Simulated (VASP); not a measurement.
# BaTe (Imm2) in VASP: single point with r2SCAN

Aim: the single point of BaTe with r2SCAN.

All numbers are computed with VASP 6.6.1; they aren't measurements. Logs are shortened: lines on timing, memory, paths and dates and some standing lists are left out, and cuts for length are marked.

## 1. The cell of the first run

Symmetry: Imm2, No. 44, orthorhombic system. Conventional cell: a = 4.822 Å, b = 6.820 Å, c = 4.822 Å, α = 90.00°, β = 90.00°, γ = 90.00°. Within 4.4 Å of Ba (site symmetry mm2) lie 6 Te at 3.31 to 3.51 Å. Te (site symmetry mm2) has 6 Ba at 3.31 to 3.51 Å within 4.4 Å.

## 2. Single point, r2SCAN (atom 1 (Ba) moved by (-0.100, -0.100) A along x and y)

Contents of POSCAR:

```
BaTe
1.0
    0.0000000000      3.4100000000      3.4100000000
    3.4100000000      0.0000000000      3.4100000000
    3.4100000000      3.4100000000      0.0000000000
Ba Te
1 1
Direct
    0.0000000000      0.0000000000     -0.0293255132
    0.5000000000      0.5000000000      0.5000000000
```

Contents of INCAR.step1:

```
SYSTEM = BaTe
ALGO = Normal
EDIFF = 1E-4
ENCUT = 520
GGA = PE
ISMEAR = 0
LASPH = .True.
LCHARG = .False.
LREAL = .False.
LWAVE = .True.
NBANDS = 15
NELM = 100
PREC = Accurate
SIGMA = 0.05
```

Contents of INCAR.step2:

```
SYSTEM = BaTe
ALGO = Normal
EDIFF = 1E-7
ENCUT = 520
ISIF = 2
ISMEAR = 0
ISTART = 1
LASPH = .True.
LCHARG = .False.
LMIXTAU = .True.
LREAL = .False.
LWAVE = .False.
METAGGA = R2SCAN
NBANDS = 15
NELM = 100
PREC = Accurate
SIGMA = 0.05
```

Contents of KPOINTS:

```
k-points
0
Gamma
  8 8 8
  0 0 0
```

Potentials or basis: VASP PAW PBE potentials, release 64 (Ba_sv, Te).

The run is started by

```
cat potpaw_PBE.64/Ba_sv/POTCAR potpaw_PBE.64/Te/POTCAR > POTCAR
cp INCAR.step1 INCAR
mpirun -np 1 vasp_std > vasp.out
cp INCAR.step2 INCAR
mpirun -np 1 vasp_std > vasp.out
```

OUTCAR:

```text
SYSTEM = BaTe
   EDIFF = 1E-7
   ENCUT = 520
   ISIF = 2
   ISMEAR = 0
   ISTART = 1
   LASPH = .True.
   LREAL = .False.
   METAGGA = R2SCAN
   NELM = 100
   PREC = Accurate

 ion  position               nearest neighbor table
   1  0.000  0.000  0.971-   2 3.31   2 3.31   2 3.41   2 3.41   2 3.51   2 3.51
   2  0.500  0.500  0.500-   1 3.31   1 3.31   1 3.41   1 3.41   1 3.51   1 3.51

  LATTYP: Found a face centered cubic cell.
 ALAT       =     6.8200000000

  Lattice vectors:

 A1 = (   0.0000000000,   3.4100000000,   3.4100000000)
 A2 = (   3.4100000000,   0.0000000000,   3.4100000000)
 A3 = (   3.4100000000,   3.4100000000,   0.0000000000)

Analysis of symmetry for initial positions (statically):
=====================================================================
 Subroutine PRICEL returns:
 Original cell was already a primitive cell.

 Routine SETGRP: Setting up the symmetry group for a
 face centered cubic supercell.

 Subroutine GETGRP returns: Found  4 space group operations
 (whereof  4 operations were pure point group operations)
 out of a pool of 48 trial point group operations.

The static configuration has the point symmetry C_2v.

Analysis of symmetry for dynamics (positions and initial velocities):
=====================================================================
 Subroutine PRICEL returns:
 Original cell was already a primitive cell.

 Routine SETGRP: Setting up the symmetry group for a
 face centered cubic supercell.

 Subroutine GETGRP returns: Found  4 space group operations
 (whereof  4 operations were pure point group operations)
 out of a pool of 48 trial point group operations.

The dynamic configuration has the point symmetry C_2v.

 Subroutine INISYM returns: Found  4 space group operations
 (whereof  4 operations are pure point group operations),
 and found     1 'primitive' translations

----------------------------------------------------------------------------------------

                                     Primitive cell

  volume of cell :      79.3036

  direct lattice vectors                    reciprocal lattice vectors
     0.000000000  3.410000000  3.410000000    -0.146627566  0.146627566  0.146627566
     3.410000000  0.000000000  3.410000000     0.146627566 -0.146627566  0.146627566
     3.410000000  3.410000000  0.000000000     0.146627566  0.146627566 -0.146627566

  length of vectors
     4.822468248  4.822468248  4.822468248     0.253966394  0.253966394  0.253966394

  position of ions in fractional coordinates (direct lattice)
[... 90 lines left out ...]
   NELECT =      16.0000    total number of electrons
   NUPDOWN=      -1.0000    fix difference up-down
   EMIN   =  10.00;   EMAX   =-10.00  energy-range for DOS
   EFERMI =   0.00;   METHOD = LEGACY
   ISMEAR =     0;   SIGMA  =   0.05  broadening in eV -4-tet -1-fermi 0-gaus
   EFERMI_NEDOS =   21; number of points for ismear=-14 and -15
   IALGO  =     38    algorithm
   IMIX   =      4    mixing-type and parameters
     AMIX     =   0.40;   BMIX     =  1.00
     AMIX_MAG =   1.60;   BMIX_MAG =  1.00
  volume/ion in A,a.u.               =      39.65       267.58
  Fermi-wavevector in a.u.,A,eV,Ry     =   0.960175  1.814468 12.543704  0.921936
  Thomas-Fermi vector in A             =   2.089436
   LORBIT       =      0    0 simple, 1 ext, 2 COOP (PROOUT), +10 PAW based schemes
   METAGGA = R2SCAN    functional components
   LHFCALC =     F    Hartree Fock is set to
   AEXX    =    0.0000 exact exchange contribution
   IVDW    =     0    specifies the selected vdW correction
   LEPSILON=     F    determine dielectric tensor
   LRPA    =     F    only Hartree local field effects (RPA)
 non-spin polarized calculation
 Gauss-broadening in eV      SIGMA  =   0.05
  energy-cutoff  :      520.00
  volume of cell :       79.30
 maximum number of plane-waves:      2150
   NGX = 17   NGY = 17   NGZ = 17

 number of electron      16.0000000 magnetization

 Free energy of the ion-electron system (eV)
  ---------------------------------------------------
  ext. energy  EPLUGINS =         0.00000000
  ---------------------------------------------------
  free energy    TOTEN  =       -55.87261494 eV

  energy without entropy =      -55.87261494  energy(sigma->0) =      -55.87261494

 E-fermi :   2.8652     XC(G=0):  -8.9631

 val. band max:        2.5558106049   @ k =   0.0000   0.0000   0.0000
 cond. band min:       4.3149492910   @ k =   0.0000   0.5000   0.5000
 fundamental gap:      1.7591386861
 Fermi energy:         2.8652242830

 k-point     1 :       0.0000    0.0000    0.0000
  band No.  band energies     occupation
      1     -25.0219      2.00000
      2      -9.7840      2.00000
      3      -9.7783      2.00000
      4      -9.7721      2.00000
      5      -7.4124      2.00000
      6       2.5485      2.00000
      7       2.5492      2.00000
      8       2.5558      2.00000
      9       5.8619      0.00000
     10       5.9128      0.00000
     11       5.9258      0.00000
     12       6.5196      0.00000
     13       6.6573      0.00000
     14       6.6907      0.00000
[... 401 lines left out ...]
      2     -10.3435      2.00000
      3      -9.8340      2.00000
      4      -9.7900      2.00000
      5      -6.5039      2.00000
      6       0.3801      2.00000
      7       1.3436      2.00000
      8       1.4986      2.00000
      9       6.8451      0.00000
     10       7.5579      0.00000
     11       7.9340      0.00000
     12       8.6397      0.00000
     13       9.2284      0.00000
     14      11.0520      0.00000
     15      11.2497      0.00000

 [... further k-points ...]

------------------------ aborting loop because EDIFF is reached ----------------------------------------

  FORCE on cell =-STRESS in cart. coord.  units (eV):
  Direction    XX          YY          ZZ          XY          YZ          ZX
  --------------------------------------------------------------------------------------
  -------------------------------------------------------------------------------------
  Total        2.4057407      2.4057407      2.1686837     -0.0700018      0.0000000      0.0000000
  in kB       48.6033573     48.6033573     43.8140758     -1.4142515      0.0000000      0.0000000
  external PRESSURE =      47.0069302 kB  Pullay stress =       0.0000000 kB

 VOLUME and BASIS-vectors are now :
 -----------------------------------------------------------------------------
  energy-cutoff  :      520.00
  volume of cell :       79.30
      direct lattice vectors                 reciprocal lattice vectors
     0.000000000  3.410000000  3.410000000    -0.146627566  0.146627566  0.146627566
     3.410000000  0.000000000  3.410000000     0.146627566 -0.146627566  0.146627566
     3.410000000  3.410000000  0.000000000     0.146627566  0.146627566 -0.146627566

 POSITION                                       TOTAL-FORCE (eV/Angst)
 -----------------------------------------------------------------------------------
      3.31000      3.31000      0.00000         0.339776      0.339776     -0.000000
      3.41000      3.41000      3.41000        -0.339776     -0.339776      0.000000
 -----------------------------------------------------------------------------------
    total drift:                                0.000285      0.000285      0.000000

  FREE ENERGIE OF THE ION-ELECTRON SYSTEM (eV)
  ---------------------------------------------------
  free  energy   TOTEN  =       -55.8726149410 eV

  energy  without entropy=      -55.8726149410  energy(sigma->0) =      -55.87261494
```

OSZICAR.step1:

```text
N       E                     dE             d eps       ncg     rms          rms(c)
DAV:   1     0.804625252634E+02    0.80463E+02   -0.63155E+03  2850   0.895E+02
DAV:   2    -0.374677097340E+01   -0.84209E+02   -0.77398E+02  3797   0.159E+02
DAV:   3    -0.845864878493E+01   -0.47119E+01   -0.46798E+01  4097   0.396E+01
DAV:   4    -0.857125730584E+01   -0.11261E+00   -0.11259E+00  3682   0.596E+00
DAV:   5    -0.857297503908E+01   -0.17177E-02   -0.17177E-02  3987   0.666E-01    0.422E+00
DAV:   6    -0.847632247348E+01    0.96653E-01   -0.10725E-01  3354   0.172E+00    0.277E+00
DAV:   7    -0.847715653723E+01   -0.83406E-03   -0.10057E-01  3578   0.185E+00    0.803E-01
DAV:   8    -0.848131536241E+01   -0.41588E-02   -0.11555E-02  3193   0.727E-01    0.213E-01
DAV:   9    -0.848169228985E+01   -0.37693E-03   -0.48580E-04  3970   0.162E-01    0.696E-02
DAV:  10    -0.848190371843E+01   -0.21143E-03   -0.18196E-04  3239   0.917E-02    0.172E-02
DAV:  11    -0.848193014844E+01   -0.26430E-04   -0.40449E-05  2783   0.396E-02
   1 F= -.84819301E+01 E0= -.84819301E+01  d E =-.212876E-12
```

Run time: 7.6 min. Hardware: 1 thread of Intel Xeon Platinum 8488C (Sapphire Rapids), shared host; peak memory 0.3 GiB.

What came out:

```
Free energy            : -55.8726 eV
Pressure               : 4.7 GPa
Largest force          : 0.481 eV/Å
Band gap on the k mesh : 1.76 eV, indirect (least direct gap 2.11 eV)
```

Forces on the atoms (eV/Å):
```
Ba   0.340  0.340  0.000
Te  -0.340 -0.340  0.000
```

Stress tensor (GPa, compression positive):
```
 4.86 -0.14  0.00
-0.14  4.86  0.00
 0.00  0.00  4.38
```

Caveat: the cell differs from its parent crystal (atom 1 (Ba) moved by (-0.100, -0.100) A along x and y); the PAW data sets were made with another functional, which shifts forces and pressure a little; spin-orbit coupling is left out, which moves the levels of the heavy elements.
